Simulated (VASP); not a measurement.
# Nb (Im-3m) in VASP: a series of runs, part 2 of 2

VASP 6.6.1.

### 4 Relaxation of cell and atoms, PBEsol

Contents of INCAR:

```
  ALGO = Fast
  EDIFF = 1E-6
  EDIFFG = -0.05
  ENCUT = 600
  GGA = PS
  IBRION = 2
  ISIF = 3
  ISMEAR = 0
  LASPH = T
  LCHARG = F
  LREAL = F
  LWAVE = F
  NELM = 80
  NSW = 100
  PREC = Accurate
  SIGMA = 0.1
```

Contents of KPOINTS:

```
k-points
0
Gamma
  8 8 8
```

Contents of POSCAR:

```
Nb
1.0
   -1.6639500000      1.6639500000      1.6639500000
    1.6639500000     -1.6639500000      1.6639500000
    1.6639500000      1.6639500000     -1.6639500000
Nb
1
Direct
    0.0000000000      0.0000000000      0.0000000000
```

Potentials or basis: VASP PAW PBE potentials, release 64 (Nb_sv).

Started as:

```bash
$ cat potpaw_PBE.64/Nb_sv/POTCAR > POTCAR
$ mpirun -np 1 vasp_std > vasp.out
```

OUTCAR:

```text
EDIFF = 1E-6
   EDIFFG = -0.05
   ENCUT = 600
   GGA = PS
   IBRION = 2
   ISIF = 3
   ISMEAR = 0
   LASPH = T
   LREAL = F
   NELM = 80
   NSW = 100
   PREC = Accurate

 ion  position               nearest neighbor table
   1  0.000  0.000  0.000-

  LATTYP: Found a body centered cubic cell.
 ALAT       =     3.3279000000

  Lattice vectors:

 A1 = (  -1.6639500000,   1.6639500000,   1.6639500000)
 A2 = (   1.6639500000,  -1.6639500000,   1.6639500000)
 A3 = (   1.6639500000,   1.6639500000,  -1.6639500000)

Analysis of symmetry for initial positions (statically):
=====================================================================
 Subroutine PRICEL returns:
 Original cell was already a primitive cell.

 Routine SETGRP: Setting up the symmetry group for a
 body centered cubic supercell.

 Subroutine GETGRP returns: Found 48 space group operations
 (whereof 48 operations were pure point group operations)
 out of a pool of 48 trial point group operations.

The static configuration has the point symmetry O_h .

Analysis of symmetry for dynamics (positions and initial velocities):
=====================================================================
 Subroutine PRICEL returns:
 Original cell was already a primitive cell.

 Routine SETGRP: Setting up the symmetry group for a
 body centered cubic supercell.

 Subroutine GETGRP returns: Found 48 space group operations
 (whereof 48 operations were pure point group operations)
 out of a pool of 48 trial point group operations.

The dynamic configuration has the point symmetry O_h .

 Subroutine INISYM returns: Found 48 space group operations
 (whereof 48 operations are pure point group operations),
 and found     1 'primitive' translations

----------------------------------------------------------------------------------------

                                     Primitive cell

  volume of cell :      18.4281

  direct lattice vectors                    reciprocal lattice vectors
    -1.663950000  1.663950000  1.663950000     0.000000000  0.300489798  0.300489798
     1.663950000 -1.663950000  1.663950000     0.300489798  0.000000000  0.300489798
     1.663950000  1.663950000 -1.663950000     0.300489798  0.300489798  0.000000000

  length of vectors
     2.882045941  2.882045941  2.882045941     0.424956748  0.424956748  0.424956748

  position of ions in fractional coordinates (direct lattice)
     0.000000000  0.000000000  0.000000000

  ion indices of the primitive-cell ions
   primitive index   ion index
                 1           1

----------------------------------------------------------------------------------------

 KPOINTS: k-points

Automatic generation of k-mesh.
 Grid dimensions read from file:
 generate k-points for:    8    8    8

 Generating k-lattice:

  Cartesian coordinates                     Fractional coordinates (reciprocal lattice)
     0.000000000  0.037561225  0.037561225     0.125000000  0.000000000  0.000000000
[... 46 lines left out ...]
   ions per type =               1
   NGX,Y,Z   is equivalent  to a cutoff of  13.84, 13.84, 13.84 a.u.
   NGXF,Y,Z  is equivalent  to a cutoff of  27.69, 27.69, 27.69 a.u.
 SYSTEM =  unknown system
   PREC   = accura    normal or accurate (medium, high low for compatibility)
   ISTART =      0    job   : 0-new  1-cont  2-samecut
   ICHARG =      2    charge: 1-file 2-atom 10-const
   ISPIN  =      1    spin polarized calculation?
   LNONCOLLINEAR =      F non collinear calculations
   LSORBIT =      F    spin-orbit coupling
   LASPH  =      T    aspherical Exc in radial PAW
   ENCUT  =  600.0 eV  44.10 Ry    6.64 a.u.   5.76  5.76  5.76*2*pi/ulx,y,z
   NELM   =     80;   NELMIN=  2; NELMDL= -5     # of ELM steps
   EDIFF  = 0.1E-05   stopping-criterion for ELM
   LREAL  =      F    real-space projection
   EDIFFG = -.5E-01   stopping-criterion for IOM
   NSW    =    100    number of steps for IOM
   IBRION =      2    ionic relax: 0-MD 1-quasi-New 2-CG
   NFREE  =      1    steps in history (QN), initial steepest desc. (CG)
   ISIF   =      3    stress and relaxation
   ISYM   =      2    0-nonsym 1-usesym 2-fastsym
   POTIM  = 0.5000    time-step for ionic-motion
   TEBEG  =    0.0;   TEEND  =   0.0 temperature during run
   PSTRESS=    0.0 pullay stress
   NELECT =      13.0000    total number of electrons
   NUPDOWN=      -1.0000    fix difference up-down
   EMIN   =  10.00;   EMAX   =-10.00  energy-range for DOS
   EFERMI =   0.00;   METHOD = LEGACY
   ISMEAR =     0;   SIGMA  =   0.10  broadening in eV -4-tet -1-fermi 0-gaus
   EFERMI_NEDOS =   21; number of points for ismear=-14 and -15
   IALGO  =     68    algorithm
   IMIX   =      4    mixing-type and parameters
     AMIX     =   0.40;   BMIX     =  1.00
     AMIX_MAG =   1.60;   BMIX_MAG =  1.00
  volume/ion in A,a.u.               =      18.43       124.36
  Fermi-wavevector in a.u.,A,eV,Ry     =   1.457345  2.753983 28.896790  2.123854
  Thomas-Fermi vector in A             =   2.574157
   LORBIT       =      0    0 simple, 1 ext, 2 COOP (PROOUT), +10 PAW based schemes
   GGA     = PS    functional components
   LHFCALC =     F    Hartree Fock is set to
   AEXX    =    0.0000 exact exchange contribution
   IVDW    =     0    specifies the selected vdW correction
   LEPSILON=     F    determine dielectric tensor
   LRPA    =     F    only Hartree local field effects (RPA)
 conjugate gradient relaxation of ions
 non-spin polarized calculation
 RMM-DIIS sequential band-by-band and
 Gauss-broadening in eV      SIGMA  =   0.10
  energy-cutoff  :      600.00
  volume of cell :       18.43
 maximum number of plane-waves:       630
   NGX = 11   NGY = 11   NGZ = 11

--------------------------------------- Ionic step        1  -------------------------------------------

 number of electron      12.9999999 magnetization

 Free energy of the ion-electron system (eV)
  ---------------------------------------------------
  ext. energy  EPLUGINS =         0.00000000
  ---------------------------------------------------
  free energy    TOTEN  =       -10.95706961 eV

  energy without entropy =      -10.95049910  energy(sigma->0) =      -10.95378436

------------------------ aborting loop because EDIFF is reached ----------------------------------------

  FORCE on cell =-STRESS in cart. coord.  units (eV):
  Direction    XX          YY          ZZ          XY          YZ          ZX
  --------------------------------------------------------------------------------------
  -------------------------------------------------------------------------------------
  Total       -0.9469747     -0.9469747     -0.9469747     -0.0000000     -0.0000000      0.0000000
  in kB      -82.3319055    -82.3319055    -82.3319055     -0.0000000     -0.0000000      0.0000000
  external PRESSURE =     -82.3319055 kB  Pullay stress =       0.0000000 kB
[... 57 lines left out ...]
--------------------------------------- Ionic step        3  -------------------------------------------

 number of electron      13.0000001 magnetization

 Free energy of the ion-electron system (eV)
  ---------------------------------------------------
  ext. energy  EPLUGINS =         0.00000000
  ---------------------------------------------------
  free energy    TOTEN  =       -10.98082638 eV

  energy without entropy =      -10.97421775  energy(sigma->0) =      -10.97752207

 E-fermi :  11.2338     XC(G=0): -12.7588

 val. band max:       11.1988427339   @ k =   0.3750   0.2500   0.0000
 cond. band min:      11.2578324819   @ k =   0.2500   0.0000   0.0000
 fundamental gap:      0.0589897480
 Fermi energy:        11.2338466866

 k-point     1 :       0.0000    0.0000    0.0000
  band No.  band energies     occupation
      1     -42.8899      2.00000
      2     -18.1492      2.00000
      3     -18.1492      2.00000
      4     -18.1492      2.00000
      5       5.3626      2.00000
      6      11.7219      0.00000
      7      11.7219      0.00000
      8      11.7219      0.00000
      9      14.7160      0.00000
     10      14.7160      0.00000
[... 287 lines left out ...]
 k-point    24 :      -0.3750    0.3750    0.2500
  band No.  band energies     occupation
      1     -42.5580      2.00000
      2     -19.2419      2.00000
      3     -18.8181      2.00000
      4     -18.6889      2.00000
      5       8.9103      2.00000
      6       9.4412      2.00000
      7      12.3429      0.00000
      8      13.1196      0.00000
      9      15.9776      0.00000
     10      17.3696      0.00000

 [... further k-points ...]

------------------------ aborting loop because EDIFF is reached ----------------------------------------

  FORCE on cell =-STRESS in cart. coord.  units (eV):
  Direction    XX          YY          ZZ          XY          YZ          ZX
  --------------------------------------------------------------------------------------
  -------------------------------------------------------------------------------------
  Total       -0.0340243     -0.0340243     -0.0340243      0.0000000      0.0000000      0.0000000
  in kB       -3.1003337     -3.1003337     -3.1003337      0.0000000      0.0000000      0.0000000
  external PRESSURE =      -3.1003337 kB  Pullay stress =       0.0000000 kB
[... 16 lines left out ...]
  FREE ENERGIE OF THE ION-ELECTRON SYSTEM (eV)
  ---------------------------------------------------
  free  energy   TOTEN  =       -10.9808263796 eV

  energy  without entropy=      -10.9742177523  energy(sigma->0) =      -10.97752207

 reached required accuracy - stopping structural energy minimisation
```

Wall time 17 s (1 thread of Intel Xeon 6975P-C (Granite Rapids), shared host); peak memory 0.14 GiB.

What came out:

```
Free energy                            : -10.9808 eV
Relaxed volume                         : 17.58 Å³/atom
Relaxed cell                           : a = 2.837 Å, b = 2.837 Å, c = 2.837 Å, α = 109.47°, β = 109.47°, γ = 109.47°
Space group after relaxing (to 0.05 Å) : Im-3m (No. 229)
Energy gained by relaxing              : 23.8 meV/atom
Ionic steps                            : 3
Pressure after relaxing                : -0.3 GPa
```

Step by step:
| step | energy change (eV) | largest force (eV/Å) | pressure (GPa) | volume (Å³) |
| --- | --- | --- | --- | --- |
| 1 | 0.0000 | 0.0000 | -8.23 | 18.43 |
| 2 | 0.0689 | 0.0000 | 20.69 | 16.02 |
| 3 | -0.0238 | 0.0000 | -0.31 | 17.58 |

Final structure:
```
Nb
1.0
    -1.63811    1.63811    1.63811
     1.63811   -1.63811    1.63811
     1.63811    1.63811   -1.63811
Nb
1
Direct
  0.00000 0.00000 0.00000
```

Levels at points of the mesh, in eV from the Fermi level:
```csv
k point,band 3,band 4,band 5,band 6,band 7,band 8,band 9,band 10
"(0.00, 0.00, 0.00)",-29.38,-29.38,-5.87,0.49,0.49,0.49,3.48,3.48
"(0.50, 0.00, 0.00)",-29.85,-29.40,-3.70,-1.60,2.55,3.53,4.23,6.74
"(0.50, 0.50, 0.50)",-30.39,-30.39,-3.74,-3.74,5.93,5.93,5.93,9.40
```

Caveat: the PAW data sets were made with another functional, which shifts forces and pressure a little.

### 5 Single point, PBEsol

This run uses another cell than the first one, of 17.52 Å³/atom, 0.951 times its volume.

Contents of INCAR:

```
ALGO = Normal
EDIFF = 1E-6
ENCUT = 520
GGA = PS
ISIF = 2
ISMEAR = 0
LASPH = True
LCHARG = False
LREAL = False
LWAVE = False
NBANDS = 12
NELM = 100
PREC = Accurate
SIGMA = 0.1
```

Contents of KPOINTS:

```
k-points
0
Gamma
  18 18 18
```

Contents of POSCAR:

```
Nb
1.0
   -1.6362222518      1.6362222518      1.6362222518
    1.6362222518     -1.6362222518      1.6362222518
    1.6362222518      1.6362222518     -1.6362222518
Nb
1
Direct
    0.0000000000      0.0000000000      0.0000000000
```

Potentials or basis: VASP PAW PBE potentials, release 64 (Nb_sv).

Started as:

```bash
$ cat potpaw_PBE.64/Nb_sv/POTCAR > POTCAR
$ mpirun -np 1 vasp_std > vasp.out
```

OUTCAR:

```text
EDIFF = 1E-6
   ENCUT = 520
   GGA = PS
   ISIF = 2
   ISMEAR = 0
   LASPH = True
   LREAL = False
   NELM = 100
   PREC = Accurate

 ion  position               nearest neighbor table
   1  0.000  0.000  0.000-

  LATTYP: Found a body centered cubic cell.
 ALAT       =     3.2724445036

  Lattice vectors:

 A1 = (  -1.6362222518,   1.6362222518,   1.6362222518)
 A2 = (   1.6362222518,  -1.6362222518,   1.6362222518)
 A3 = (   1.6362222518,   1.6362222518,  -1.6362222518)

Analysis of symmetry for initial positions (statically):
=====================================================================
 Subroutine PRICEL returns:
 Original cell was already a primitive cell.

 Routine SETGRP: Setting up the symmetry group for a
 body centered cubic supercell.

 Subroutine GETGRP returns: Found 48 space group operations
 (whereof 48 operations were pure point group operations)
 out of a pool of 48 trial point group operations.

The static configuration has the point symmetry O_h .

[... 167 lines left out ...]
  band No.  band energies     occupation
      1     -42.8054      2.00000
      2     -18.0583      2.00000
      3     -18.0583      2.00000
      4     -18.0583      2.00000
      5       5.4100      2.00000
      6      11.7884      0.00000
      7      11.7884      0.00000
      8      11.7884      0.00000
      9      14.7915      0.00000
     10      14.7915      0.00000
     11      25.7195      0.00000
     12      25.7195      0.00000
[... 331 lines left out ...]
 k-point    24 :       0.3889    0.1111   -0.0000
  band No.  band energies     occupation
      1     -42.5286      2.00000
      2     -19.4569      2.00000
      3     -18.5697      2.00000
      4     -18.1380      2.00000
      5       7.9806      2.00000
      6       9.8260      2.00000
      7      12.6237      0.00000
      8      14.6891      0.00000
      9      15.8238      0.00000
     10      18.4308      0.00000
     11      23.6470      0.00000
     12      24.2234      0.00000

 [... further k-points ...]

------------------------ aborting loop because EDIFF is reached ----------------------------------------

  FORCE on cell =-STRESS in cart. coord.  units (eV):
  Direction    XX          YY          ZZ          XY          YZ          ZX
  --------------------------------------------------------------------------------------
  -------------------------------------------------------------------------------------
  Total       -0.0330564     -0.0330564     -0.0330564     -0.0000000     -0.0000000      0.0000000
  in kB       -3.0225912     -3.0225912     -3.0225912     -0.0000000     -0.0000000      0.0000000
  external PRESSURE =      -3.0225912 kB  Pullay stress =       0.0000000 kB

 VOLUME and BASIS-vectors are now :
 -----------------------------------------------------------------------------
  energy-cutoff  :      520.00
  volume of cell :       17.52
      direct lattice vectors                 reciprocal lattice vectors
    -1.636222252  1.636222252  1.636222252     0.000000000  0.305581958  0.305581958
     1.636222252 -1.636222252  1.636222252     0.305581958  0.000000000  0.305581958
     1.636222252  1.636222252 -1.636222252     0.305581958  0.305581958  0.000000000

 POSITION                                       TOTAL-FORCE (eV/Angst)
 -----------------------------------------------------------------------------------
      0.00000      0.00000      0.00000         0.000000     -0.000000      0.000000
 -----------------------------------------------------------------------------------
    total drift:                                0.000000      0.000000      0.000000

  FREE ENERGIE OF THE ION-ELECTRON SYSTEM (eV)
  ---------------------------------------------------
  free  energy   TOTEN  =       -10.9555648121 eV

  energy  without entropy=      -10.9476959541  energy(sigma->0) =      -10.95163038
```

Run time: 12 s. Hardware: 1 thread of Intel Xeon 6975P-C (Granite Rapids), shared host; peak memory 0.16 GiB.

Results:

```
Free energy : -10.9556 eV
Pressure    : -0.3 GPa
```

Levels at points of the mesh, in eV from the Fermi level:
```csv
k point,band 3,band 4,band 5,band 6,band 7,band 8,band 9,band 10
"(0.00, 0.00, 0.00)",-29.47,-29.47,-6.01,0.37,0.37,0.37,3.38,3.38
"(0.50, 0.00, 0.00)",-29.94,-29.49,-3.84,-1.73,2.44,3.43,4.13,6.66
"(0.50, 0.50, 0.50)",-30.49,-30.49,-3.88,-3.88,5.85,5.85,5.85,9.30
```

Caveat: the PAW data sets were made with another functional, which shifts forces and pressure a little.

### 6 Summary

| task | cell | k mesh | cutoff (eV) | gap on the mesh (eV) | pressure (GPa) |
| --- | --- | --- | --- | --- | --- |
| single point | a = 2.882 Å, angles 109.5°, 1 atom | 8 × 8 × 8 | 520 | none | -8.4 |
| single point | a = 2.837 Å, angles 109.5°, 1 atom | 8 × 8 × 8 | 520 | none | -0.3 |
| relaxation of cell and atoms | relaxed from a = 2.882 Å, angles 109.5°, 1 atom | 8 × 8 × 8 | 600 | none | -0.3 |
| single point | a = 2.834 Å, angles 109.5°, 1 atom | 18 × 18 × 18 | 520 | none | -0.3 |

Alike in all rows: level PBEsol; potentials or basis VASP PAW PBE potentials, release 64 (Nb_sv); no spin polarisation; smearing gaussian 0.1 eV.

Caveats: the PAW data sets were made with another functional, which shifts forces and pressure a little.

Absolute energies hang on the potentials; compare differences alone.
